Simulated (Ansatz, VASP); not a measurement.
## One calculation of BAs, two programs

Contents of POSCAR:

```
BAs
1.0
    0.0000000000      2.4043183418      2.4043183418
    2.4043183418      0.0000000000      2.4043183418
    2.4043183418      2.4043183418      0.0000000000
As B
1 1
Direct
    0.7500000000      0.7500000000      0.7500000000
    0.0000000000      0.0000000000      0.0000000000
```

Contents of INCAR.step1:

```
ALGO = Normal ; EDIFF = 1E-5
ENCUT = 520 ; GGA = PE
ISIF = 2 ; ISMEAR = -1
LASPH = T ; LCHARG = F
LREAL = F ; LWAVE = T
NBANDS = 11 ; NELM = 80
PREC = Accurate ; SIGMA = 0.05
```

The input INCAR.step2:

```
AEXX = 0.2 ; AGGAC = 0.81
AGGAX = 0.72 ; ALDAC = 0.19
ALGO = Normal ; EDIFF = 1E-7
ENCUT = 520 ; GGA = B5
ISIF = 2 ; ISMEAR = -1
ISTART = 1 ; LASPH = T
LCHARG = F ; LHFCALC = T
LREAL = F ; LWAVE = F
NBANDS = 11 ; NELM = 80
PREC = Accurate ; PRECFOCK = Normal
SIGMA = 0.05
```

KPOINTS

```
k-points
0
Gamma
  5 5 5
```

The input input.yaml:

```yaml
crystal:
  lattice:
    - [0.0, 2.4043183418, 2.4043183418]
    - [2.4043183418, 0.0, 2.4043183418]
    - [2.4043183418, 2.4043183418, 0.0]
  atoms:
    - { symbol: As, position: [0.75, 0.75, 0.75] }
    - { symbol: B, position: [0.0, 0.0, 0.0] }
hamiltonian:
  xc: b3lyp5
  pseudopotentials: { kind: paw }
kpoints:
  mp_grid: { grid: [5, 5, 5] }
scf:
  occupations: { method: fermi_dirac, width: 0.05 }
output:
  forces: true
  stress: true
  eigenvalues: true
```

Alike in both runs: task single point; functional B3LYP5; k mesh 5 × 5 × 5; occupations fermi-dirac, width 0.05 eV; no spin polarisation.

|  | VASP | Ansatz |
| --- | --- | --- |
| version | VASP 6.6.1 | Ansatz 0.2.0 |
| potentials or method | VASP PAW PBE potentials, release 64 (As, B) | Ansatz PAW |
| plane-wave cutoff (eV) | 520 | 420 |
| valence electrons in the cell | 8 | 18 |

```tsv
	VASP	Ansatz	Ansatz less VASP
gap on the k mesh at the Fermi level (eV)	2.54	2.51	-0.037
least direct gap on the mesh (eV)	4.61	4.58	-0.036
pressure (GPa)	1.7	1.4	-0.22
```

VASP's potentials were made for PBE, not for B3LYP5. The functional is the same, so the differences come from potentials, cutoffs and numerics. VASP's potentials hold 8 valence electrons a cell and Ansatz's 18, so a difference there can come from the potentials and not from the codes.

The k mesh is coarse, so the values compare programs but aren't converged. Noted on Ansatz's run: odd divisions of the mesh miss points on the zone boundary, where band edges often lie, so the gap on the mesh can be too wide.
